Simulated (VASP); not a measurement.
A run of VASP 6.6.1:

The input POSCAR:

```
Ir
1.0
    0.0000000000      1.9221423492      1.9221423492
    1.9221423492      0.0000000000      1.9221423492
    1.9221423492      1.9221423492      0.0000000000
Ir
1
Direct
    0.0000000000      0.0000000000      0.0000000000
```

File INCAR.step1:

```
PREC = Accurate
ENCUT = 520
ISMEAR = 0
SIGMA = 0.1
LREAL = F
LASPH = T
NELM = 100
NBANDS = 10
GGA = PE
ALGO = Normal
EDIFF = 1E-4
LWAVE = T
LCHARG = F
```

Contents of INCAR.step2:

```
PREC = Accurate
ENCUT = 520
EDIFF = 1E-6
ISMEAR = 0
SIGMA = 0.1
LREAL = F
LASPH = T
NELM = 100
ALGO = Normal
ISIF = 2
LWAVE = F
LCHARG = T
METAGGA = R2SCAN
LMIXTAU = T
LELF = T
LVHAR = T
NBANDS = 10
ISTART = 1
```

The input KPOINTS:

```
regular mesh
0
Gamma
  18 18 18
```

Potentials or basis: VASP PAW PBE potentials, release 64 (Ir).

Command:

```console
$ cat potpaw_PBE.64/Ir/POTCAR > POTCAR
$ cp INCAR.step1 INCAR
$ mpirun -np 1 vasp_std > vasp.out
$ cp INCAR.step2 INCAR
$ mpirun -np 1 vasp_std > vasp.out
```

Hardware: 1 thread of Intel(R) Xeon(R) Platinum 8259CL CPU @ 2.50GHz (Skylake/Cascade Lake), on a shared host.

Estimate the wall time of this run.

Run time: 2.4 min on 1 thread of Intel(R) Xeon(R) Platinum 8259CL CPU @ 2.50GHz (Skylake/Cascade Lake), with other jobs on the host, peak memory 0.15 GiB. Counts: k points 195.
